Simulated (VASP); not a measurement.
## InSb3: single point with PBE+D3(BJ)

Crystal: InSb3.

```
In Sb
1.0
    -4.73331    0.00000    0.00000
     0.00000    4.73331    4.73331
     0.00000    4.73331   -4.73331
In Sb
2 6
Cartesian
  -4.7333 0.0000 0.0000
  -4.7333 4.7333 0.0000
  -2.3667 4.5333 -2.3667
  -2.3667 4.9333 2.3667
  0.0000 2.3667 2.3667
  0.0000 2.3667 -2.3667
  -2.3667 7.1000 -0.2000
  -2.3667 2.3667 0.2000
```

This cell differs from its parent crystal: atoms displaced along a vibrational mode.

```yaml
Program: VASP 6.6.1
Task: single point
Functional: PBE
Dispersion: D3(BJ)
Potentials_or_basis: VASP PAW PBE potentials, release 64 (In_d, Sb)
Cutoff: 520 eV
k_mesh: 10 × 8 × 8
Occupations: gaussian, width 0.15 eV
Spin: no spin polarisation
Dipole_correction: no
Further_INCAR_settings: ALGO = Fast; EDIFF = 1e-06; NBANDS = 38
```

| Property | Result |
| --- | --- |
| Pressure | 0.1 GPa |
| Largest force | 0.045 eV/Å |
| Band gap on the k mesh | zero (bands 28 and 29 overlap by 1.72 eV) |
| Dispersion energy per atom | -0.478 eV |

Forces on the atoms (eV/Å):
```
In   0.000  0.000  0.000
In   0.000  0.000  0.000
Sb   0.000  0.045  0.000
Sb   0.000 -0.045  0.000
Sb   0.000  0.000  0.000
Sb   0.000  0.000  0.000
Sb   0.000  0.000  0.045
Sb   0.000  0.000 -0.045
```

Stress tensor (GPa, compression positive):
```
 0.65  0.00  0.00
 0.00 -0.15  0.00
 0.00  0.00 -0.15
```

Levels at points of the mesh, in eV from the Fermi level:
```csv
k point,band 26,band 27,band 28,band 29,band 30,band 31
"(0.00, 0.00, 0.00)",-1.15,-1.15,-0.32,0.53,0.53,0.79
"(0.50, 0.00, 0.00)",-2.23,-1.17,-1.09,2.25,2.34,2.34
"(0.00, 0.50, 0.00)",-1.28,-0.66,-0.66,0.53,0.53,0.58
"(0.50, 0.50, 0.00)",-1.23,-0.16,-0.16,1.06,1.06,1.73
"(0.00, 0.50, 0.50)",-2.19,-1.08,-1.08,-1.04,-1.04,2.19
"(0.50, 0.50, 0.50)",-1.30,-1.13,-1.13,-0.98,-0.98,-0.26
```

It took 15 min on 1 thread of Oxide Virtual Turin-like Processor, on a shared host, peak memory 0.67 GiB.

Caveat: the cell differs from its parent crystal (atoms displaced along a vibrational mode); spin-orbit coupling is left out, which moves the levels of the heavy elements.
